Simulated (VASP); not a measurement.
# CuI (F-43m) in VASP: further runs, part 2 of 2

VASP 6.6.1.

**3. Single point, r2SCAN+D3(BJ), non-collinear spin, zero start, spin-orbit coupling**

POSCAR

```
CuI
1.0
    0.0000000000      3.0315000000      3.0315000000
    3.0315000000      0.0000000000      3.0315000000
    3.0315000000      3.0315000000      0.0000000000
I Cu
1 1
Direct
    0.0000000000      0.0000000000      0.0000000000
    0.2500000000      0.2500000000      0.2500000000
```

INCAR.step1

```
SYSTEM = CuI
PREC     = Accurate       ! precision mode
ENCUT    = 660            ! plane-wave cutoff, eV
ISMEAR   = 0              ! smearing method
SIGMA    = 0.01           ! smearing width, eV
LREAL    = .False.        ! projectors in reciprocal space
LASPH    = .True.         ! aspherical terms in the spheres
NELM     = 200            ! most SCF steps
MAGMOM   = 0 0 0 0 0 0    ! initial moments
LSORBIT  = .True.         ! spin-orbit coupling
GGA_COMPAT= .False.      
LMAXMIX  = 4              ! l up to which the mixer works
NBANDS   = 30             ! bands
GGA      = PE             ! functional
ALGO     = Normal         ! electronic algorithm
EDIFF    = 1E-5           ! SCF threshold, eV
LWAVE    = .True.         ! write WAVECAR
LCHARG   = .False.        ! write CHGCAR
```

INCAR.step2

```
SYSTEM = CuI
PREC     = Accurate       ! precision mode
ENCUT    = 660            ! plane-wave cutoff, eV
EDIFF    = 1E-6           ! SCF threshold, eV
ISMEAR   = 0              ! smearing method
SIGMA    = 0.01           ! smearing width, eV
LREAL    = .False.        ! projectors in reciprocal space
LASPH    = .True.         ! aspherical terms in the spheres
NELM     = 200            ! most SCF steps
ALGO     = Normal         ! electronic algorithm
ISIF     = 2              ! what is computed and relaxed
LWAVE    = .False.        ! write WAVECAR
LCHARG   = .False.        ! write CHGCAR
MAGMOM   = 0 0 0 0 0 0    ! initial moments
LORBIT   = 11             ! projections on sites
LSORBIT  = .True.         ! spin-orbit coupling
GGA_COMPAT= .False.      
LORBMOM  = .True.       
LMAXMIX  = 4              ! l up to which the mixer works
METAGGA  = R2SCAN         ! meta-GGA
LMIXTAU  = .True.       
IVDW     = 12             ! dispersion correction
VDW_S6   = 1.0          
VDW_S8   = 0.78981345   
VDW_A1   = 0.49484001   
VDW_A2   = 5.73083694   
NBANDS   = 30             ! bands
ISTART   = 1
```

KPOINTS

```
regular mesh
0
Gamma
  8 8 8
  0 0 0
```

Potentials or basis: VASP PAW PBE potentials, release 64 (I, Cu).

Command:

```sh
$ cat potpaw_PBE.64/I/POTCAR potpaw_PBE.64/Cu/POTCAR > POTCAR
$ cp INCAR.step1 INCAR
$ mpirun -np 1 vasp_ncl > vasp.out
$ cp INCAR.step2 INCAR
$ mpirun -np 1 vasp_ncl > vasp.out
```

OUTCAR:

```text
SYSTEM = CuI
   PREC = Accurate
   ENCUT = 660
   EDIFF = 1E-6
   ISMEAR = 0
   LREAL = .False.
   LASPH = .True.
   NELM = 200
   ISIF = 2
   LORBIT = 11
   LSORBIT = .True.
   METAGGA = R2SCAN
   IVDW = 12
   ISTART = 1
 IVDW          = 12

 ion  position               nearest neighbor table
   1  0.000  0.000  0.000-   2 2.63   2 2.63   2 2.63   2 2.63
   2  0.250  0.250  0.250-   1 2.63   1 2.63   1 2.63   1 2.63

  LATTYP: Found a face centered cubic cell.
 ALAT       =     6.0630000000

  Lattice vectors:

 A1 = (   0.0000000000,   3.0315000000,   3.0315000000)
 A2 = (   3.0315000000,   0.0000000000,   3.0315000000)
 A3 = (   3.0315000000,   3.0315000000,   0.0000000000)

Analysis of symmetry for initial positions (statically):
=====================================================================
 Subroutine PRICEL returns:
 Original cell was already a primitive cell.

 Routine SETGRP: Setting up the symmetry group for a
 face centered cubic supercell.

 Subroutine GETGRP returns: Found 24 space group operations
 (whereof 24 operations were pure point group operations)
 out of a pool of 48 trial point group operations.

The static configuration has the point symmetry T_d .

Analysis of symmetry for dynamics (positions and initial velocities):
=====================================================================
 Subroutine PRICEL returns:
 Original cell was already a primitive cell.

 Routine SETGRP: Setting up the symmetry group for a
 face centered cubic supercell.

 Subroutine GETGRP returns: Found 24 space group operations
 (whereof 24 operations were pure point group operations)
 out of a pool of 48 trial point group operations.

The dynamic configuration has the point symmetry T_d .

Analysis of structural, dynamic, and magnetic symmetry:
=====================================================================
 Subroutine PRICEL returns:
 Original cell was already a primitive cell.

[... 1007 lines left out ...]
 ----------------------------------------
  1         0.000  -0.000   0.000
  2         0.000  -0.000  -0.000
 ----------------------------------------
            0.000  -0.000  -0.000

 orbital moment (z)

 # of ion     p       d       tot
 ----------------------------------------
  1         0.000  -0.000  -0.000
  2         0.000  -0.000   0.000
 ----------------------------------------
            0.000  -0.000   0.000

 Spin-Orbit-Coupling matrix elements

 Ion:    1  E_soc:     -0.2350101
 l=   1
     0.0000000    -0.0390303    -0.0390303
    -0.0390303     0.0000000    -0.0390303
    -0.0390303    -0.0390303     0.0000000
 l=   2
     0.0000000    -0.0000468     0.0000000    -0.0000468    -0.0000912
    -0.0000468     0.0000000    -0.0000684    -0.0000468    -0.0000228
     0.0000000    -0.0000684     0.0000000    -0.0000684     0.0000000
    -0.0000468    -0.0000468    -0.0000684     0.0000000    -0.0000228
    -0.0000912    -0.0000228     0.0000000    -0.0000228     0.0000000
 l=   3
     0.0000000     0.0000000     0.0000000     0.0000000     0.0000000     0.0000000     0.0000000
     0.0000000     0.0000000     0.0000000     0.0000000     0.0000000     0.0000000     0.0000000
     0.0000000     0.0000000     0.0000000     0.0000000     0.0000000     0.0000000     0.0000000
     0.0000000     0.0000000     0.0000000     0.0000000     0.0000000     0.0000000     0.0000000
     0.0000000     0.0000000     0.0000000     0.0000000     0.0000000     0.0000000     0.0000000
     0.0000000     0.0000000     0.0000000     0.0000000     0.0000000     0.0000000     0.0000000
     0.0000000     0.0000000     0.0000000     0.0000000     0.0000000     0.0000000     0.0000000

 Ion:    2  E_soc:     -0.0096048
 l=   1
     0.0000000    -0.0003441    -0.0003441
    -0.0003441     0.0000000    -0.0003441
    -0.0003441    -0.0003441     0.0000000
 l=   2
     0.0000000    -0.0002599     0.0000000    -0.0002599    -0.0009968
    -0.0002599     0.0000000    -0.0007476    -0.0002599    -0.0002492
     0.0000000    -0.0007476     0.0000000    -0.0007476     0.0000000
    -0.0002599    -0.0002599    -0.0007476     0.0000000    -0.0002492
    -0.0009968    -0.0002492     0.0000000    -0.0002492     0.0000000
 l=   3
     0.0000000     0.0000000     0.0000000     0.0000000     0.0000000     0.0000000     0.0000000
     0.0000000     0.0000000     0.0000000     0.0000000     0.0000000     0.0000000     0.0000000
     0.0000000     0.0000000     0.0000000     0.0000000     0.0000000     0.0000000     0.0000000
     0.0000000     0.0000000     0.0000000     0.0000000     0.0000000     0.0000000     0.0000000
     0.0000000     0.0000000     0.0000000     0.0000000     0.0000000     0.0000000     0.0000000
     0.0000000     0.0000000     0.0000000     0.0000000     0.0000000     0.0000000     0.0000000
     0.0000000     0.0000000     0.0000000     0.0000000     0.0000000     0.0000000     0.0000000

 total charge

# of ion       s       p       d       tot
------------------------------------------
    1        1.492   2.811   0.053   4.356
    2        0.318   0.266   9.364   9.949
--------------------------------------------------
tot          1.810   3.077   9.417  14.305

 magnetization (x)

# of ion       s       p       d       tot
------------------------------------------
    1        0.000   0.000   0.000   0.000
    2        0.000   0.000  -0.000   0.000
--------------------------------------------------
tot          0.000   0.000  -0.000   0.000

 magnetization (y)

# of ion       s       p       d       tot
------------------------------------------
    1        0.000   0.000   0.000   0.000
    2       -0.000   0.000   0.000  -0.000
--------------------------------------------------
tot         -0.000   0.000   0.000   0.000

 magnetization (z)

# of ion       s       p       d       tot
------------------------------------------
    1        0.000   0.000   0.000   0.000
    2       -0.000  -0.000  -0.000  -0.000
--------------------------------------------------
tot         -0.000   0.000  -0.000  -0.000
```

OUTCAR.step1:

```text
SYSTEM = CuI
   PREC = Accurate
   ENCUT = 660
   ISMEAR = 0
   LREAL = .False.
[... 1080 lines left out ...]
     0.0000000     0.0000000     0.0000000     0.0000000     0.0000000     0.0000000     0.0000000
     0.0000000     0.0000000     0.0000000     0.0000000     0.0000000     0.0000000     0.0000000
     0.0000000     0.0000000     0.0000000     0.0000000     0.0000000     0.0000000     0.0000000
     0.0000000     0.0000000     0.0000000     0.0000000     0.0000000     0.0000000     0.0000000
     0.0000000     0.0000000     0.0000000     0.0000000     0.0000000     0.0000000     0.0000000
     0.0000000     0.0000000     0.0000000     0.0000000     0.0000000     0.0000000     0.0000000

=======================================================================

 ========================================================
```

Run time: 54 min. Hardware: 1 thread of AMD EPYC, shared host; peak memory 0.53 GiB.

What came out:

| Property | Result |
| --- | --- |
| Free energy | -36.2439 eV |
| Pressure | -1.8 GPa |
| Net moment | 0.00 μB per cell |
| Valence electrons inside the program's atomic spheres | I 4.36; Cu 9.95 |
| Dispersion energy per atom | -0.164 eV |

Moments on the atoms (μB; x, y, z):
```
I   0.00 0.00 0.00
Cu  0.00 0.00 0.00
```

Caveat: three body term missing; the PAW data sets were made with another functional, which shifts forces and pressure a little.

**4. Relaxation of cell and atoms, PBEsol-based screened hybrid with 25 % exact exchange**

Edit POSCAR of step 3 so:

```diff
@@ -9,2 +9,2 @@
     0.0000000000      0.0000000000      0.0000000000
-    0.2500000000      0.2500000000      0.2500000000
+    0.7500000000      0.7500000000      0.7500000000
```

INCAR.step1

```
SYSTEM = CuI
PREC = Accurate ; ENCUT = 600
EDIFF = 1E-5 ; ISMEAR = -1
SIGMA = 0.05 ; LREAL = .FALSE.
LASPH = .TRUE. ; NELM = 80
ALGO = Normal ; LWAVE = .TRUE.
LCHARG = .FALSE. ; GGA = PE
NBANDS = 16
```

INCAR.step2

```
SYSTEM = CuI
PREC = Accurate ; ENCUT = 600
EDIFF = 1E-6 ; ISMEAR = -1
SIGMA = 0.05 ; LREAL = .FALSE.
LASPH = .TRUE. ; NELM = 80
ALGO = Normal ; ISIF = 3
LWAVE = .FALSE. ; LCHARG = .FALSE.
GGA = PS ; LHFCALC = .TRUE.
AEXX = 0.25 ; HFSCREEN = 0.207
PRECFOCK = Normal ; IBRION = 2
NSW = 60 ; EDIFFG = -0.01
ISTART = 1
```

KPOINTS

```
Automatic mesh
0
G
  4 4 4
  0 0 0
```

Potentials or basis: VASP PAW PBE potentials, release 64 (I, Cu).

Command:

```sh
$ cat potpaw_PBE.64/I/POTCAR potpaw_PBE.64/Cu/POTCAR > POTCAR
$ cp INCAR.step1 INCAR
$ mpirun -np 1 vasp_std > vasp.out
$ cp INCAR.step2 INCAR
$ mpirun -np 1 vasp_std > vasp.out
```

OUTCAR:

```text
SYSTEM = CuI
   PREC = Accurate
   ENCUT = 600
   EDIFF = 1E-6
   ISMEAR = -1
   LREAL = .FALSE.
   LASPH = .TRUE.
   NELM = 80
   ISIF = 3
   GGA = PS
   LHFCALC = .TRUE.
   AEXX = 0.25
   HFSCREEN = 0.207
   PRECFOCK = Normal
   IBRION = 2
   NSW = 60
   EDIFFG = -0.01
   ISTART = 1

 ion  position               nearest neighbor table
   1  0.000  0.000  0.000-   2 2.63   2 2.63   2 2.63   2 2.63
   2  0.750  0.750  0.750-   1 2.63   1 2.63   1 2.63   1 2.63

  LATTYP: Found a face centered cubic cell.
 ALAT       =     6.0630000000

  Lattice vectors:

 A1 = (   0.0000000000,   3.0315000000,   3.0315000000)
 A2 = (   3.0315000000,   0.0000000000,   3.0315000000)
 A3 = (   3.0315000000,   3.0315000000,   0.0000000000)

[... 173 lines left out ...]
  -------------------------------------------------------------------------------------
  Total       -0.4936366     -0.4936366     -0.4936366      0.0000000      0.0000000      0.0000000
  in kB      -14.1943392    -14.1943392    -14.1943392      0.0000000      0.0000000      0.0000000
  external PRESSURE =     -14.1943392 kB  Pullay stress =       0.0000000 kB
[... 131 lines left out ...]
--------------------------------------- Ionic step        5  -------------------------------------------

 number of electron      17.9999993 magnetization

 Free energy of the ion-electron system (eV)
  ---------------------------------------------------
  ext. energy  EPLUGINS =         0.00000000
  ---------------------------------------------------
  free energy    TOTEN  =        -6.95863430 eV

  energy without entropy =       -6.95863430  energy(sigma->0) =       -6.95863430

 E-fermi :   4.8391     XC(G=0):  -7.6865

 val. band max:        3.7497933319   @ k =   0.0000   0.0000   0.0000
 cond. band min:       6.2826045956   @ k =   0.0000   0.0000   0.0000
 fundamental gap:      2.5328112637
 Fermi energy:         4.8390581698

 k-point     1 :       0.0000    0.0000    0.0000
  band No.  band energies     occupation
      1     -11.2126      2.00000
      2      -0.4375      2.00000
      3      -0.4375      2.00000
      4      -0.4375      2.00000
      5       1.0765      2.00000
      6       1.0765      2.00000
      7       3.7498      2.00000
      8       3.7498      2.00000
      9       3.7498      2.00000
     10       6.2826      0.00000
     11       9.9526      0.00000
     12       9.9526      0.00000
     13       9.9526      0.00000
[... 139 lines left out ...]
  FREE ENERGIE OF THE ION-ELECTRON SYSTEM (eV)
  ---------------------------------------------------
  free  energy   TOTEN  =        -6.9586342995 eV

  energy  without entropy=       -6.9586342994  energy(sigma->0) =       -6.95863430

 reached required accuracy - stopping structural energy minimisation
```

OUTCAR.step1:

```text
SYSTEM = CuI
   PREC = Accurate
   ENCUT = 600
   EDIFF = 1E-5
   ISMEAR = -1
   LREAL = .FALSE.
[... 354 lines left out ...]
      0.00000      0.00000      0.00000         0.000000      0.000000      0.000000
      4.54725      4.54725      4.54725        -0.000000     -0.000000     -0.000000
 -----------------------------------------------------------------------------------
    total drift:                               -0.000001     -0.000001     -0.000001

  FREE ENERGIE OF THE ION-ELECTRON SYSTEM (eV)
  ---------------------------------------------------
  free  energy   TOTEN  =        -5.5280469546 eV

  energy  without entropy=       -5.5280462096  energy(sigma->0) =       -5.52804658
```

Wall time 43 min (1 thread of AMD EPYC 7R43 (Zen 3), shared host); peak memory 0.29 GiB.

What came out:

* Free energy: -6.9586 eV
* Relaxed volume: 26.96 Å³/atom
* Relaxed cell: a = 4.241 Å, b = 4.241 Å, c = 4.241 Å, α = 60.00°, β = 60.00°, γ = 60.00°
* Space group after relaxing (to 0.1 Å): F-43m (No. 216)
* Energy gained by relaxing: 3.9 meV/atom
* Ionic steps: 5
* Pressure after relaxing: 0.0 GPa
* Band gap on the k mesh: 2.53 eV

The path:
```tsv
step	energy change (eV)	largest force (eV/Å)	pressure (GPa)	volume (Å³)
1	0.0000	0.0000	-1.42	55.72
2	-0.0078	0.0000	0.19	53.75
3	-0.0079	0.0000	-0.11	53.97
4	-0.0079	0.0000	0.10	53.89
5	-0.0079	0.0000	-0.05	53.92
```

Final structure:
```cif
data_structure
_symmetry_space_group_name_H-M 'P 1'
_symmetry_Int_Tables_number 1
_cell_length_a 4.2407
_cell_length_b 4.2407
_cell_length_c 4.2407
_cell_angle_alpha 60.000
_cell_angle_beta 60.000
_cell_angle_gamma 60.000
_cell_volume 53.92
loop_
_atom_site_label
_atom_site_type_symbol
_atom_site_fract_x
_atom_site_fract_y
_atom_site_fract_z
_atom_site_occupancy
I1 I 0.00000 0.00000 0.00000 1
Cu1 Cu 0.75000 0.75000 0.75000 1
```

Levels at points of the mesh, in eV from the valence-band top:
```tsv
k point	band 6	band 7	band 8	band 9	band 10	band 11	band 12	band 13
(0.00, 0.00, 0.00)	-2.67	0.00	0.00	0.00	2.53	6.20	6.20	6.20
(0.50, 0.00, 0.00)	-2.65	-2.59	-0.90	-0.90	3.51	6.72	6.72	8.72
(0.50, 0.50, 0.00)	-2.59	-2.47	-2.09	-2.09	3.70	4.15	11.00	11.67
```

Caveat: the k points lie up to 0.45 Å⁻¹ apart in the final cell; the PAW data sets were made with another functional, which shifts forces and pressure a little; spin-orbit coupling is left out, which moves the levels of the heavy elements.

**5. Overview**

```csv
task,level,spin,cell,k mesh,cutoff (eV),smearing,grid for exact exchange (PRECFOCK),share of exact exchange,screening parameter,pressure (GPa),moment (μB)
single point,revPBE,"non-collinear, zero start, SOC",as given,8 × 8 × 8,600,fermi-dirac 0.1 eV,-,-,-,1.9,0.00
single point,r2SCAN+D3(BJ),"non-collinear, zero start, SOC",as given,8 × 8 × 8,660,gaussian 0.01 eV,-,-,-,-1.8,0.00
relaxation of cell and atoms,PBEsol-based screened hybrid with 25 % exact exchange,off,relaxed,4 × 4 × 4,600,fermi-dirac 0.05 eV,Normal,0.25,0.207 1/Å,0.0,-
```

Alike in all rows: potentials or basis VASP PAW PBE potentials, release 64 (I, Cu).

Caveats: some runs use coarse meshes; the PAW data sets were made with another functional, which shifts forces and pressure a little; three body term missing (at least some runs); spin-orbit coupling is left out, which moves the levels of the heavy elements (at least some runs).

Absolute energies hang on the potentials; compare differences alone.
